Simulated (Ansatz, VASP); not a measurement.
# One calculation of Nb, two programs

INCAR

```
SYSTEM = Nb
PREC = Accurate
ENCUT = 520
EDIFF = 1E-7
ISMEAR = -1
SIGMA = 0.1
LREAL = .FALSE.
LASPH = .TRUE.
NELM = 100
ALGO = Normal
ISIF = 2
LWAVE = .FALSE.
LCHARG = .FALSE.
GGA = RP
NBANDS = 20
```

File KPOINTS:

```
Automatic mesh
0
G
  10 10 10
  0 0 0
```

The input POSCAR:

```
Nb
1.0
    0.0000000000      2.9026874442      2.9026874442
    2.9026874442      0.0000000000      2.9026874442
    2.9026874442      2.9026874442      0.0000000000
Nb
2
Direct
    0.1250000000      0.1250000000      0.1250000000
    0.8750000000      0.8750000000      0.8750000000
```

Input for Ansatz:

```yaml
crystal:
  lattice:
    - [0.0, 2.9026874442, 2.9026874442]
    - [2.9026874442, 0.0, 2.9026874442]
    - [2.9026874442, 2.9026874442, 0.0]
  atoms:
    - { symbol: Nb, position: [0.125, 0.125, 0.125] }
    - { symbol: Nb, position: [0.875, 0.875, 0.875] }
hamiltonian:
  xc: rpbe
  pseudopotentials:
    kind: paw
    azcp:
      Nb: "pseudopotentials/Nb.paw.azcp"
basis:
  ecutwfc: 420
  fft_grid_basis: typed
kpoints:
  mp_grid: { grid: [10, 10, 10], shift: [0, 0, 0] }
magnetization:
  spin_polarized: false
scf:
  occupations: { method: fermi_dirac, width: 0.1 }
  lower_state_search: "off"
output:
  stress: true
```

Alike in both runs: task single point; functional RPBE; k mesh 10 × 10 × 10; occupations fermi-dirac, width 0.1 eV; no spin polarisation.

```csv
,VASP,Ansatz
version,VASP 6.6.1,Ansatz 0.2.0
potentials or method,"VASP PAW PBE potentials, release 64 (Nb_sv), cutoff 520 eV","plane waves (420 eV) with PAW, scalar-relativistic"
valence electrons in the cell,26,26
```

```tsv
	VASP	Ansatz	Ansatz less VASP
pressure (GPa)	6.0	5.9	-0.01
```

VASP's potentials were made for PBE, not for RPBE.
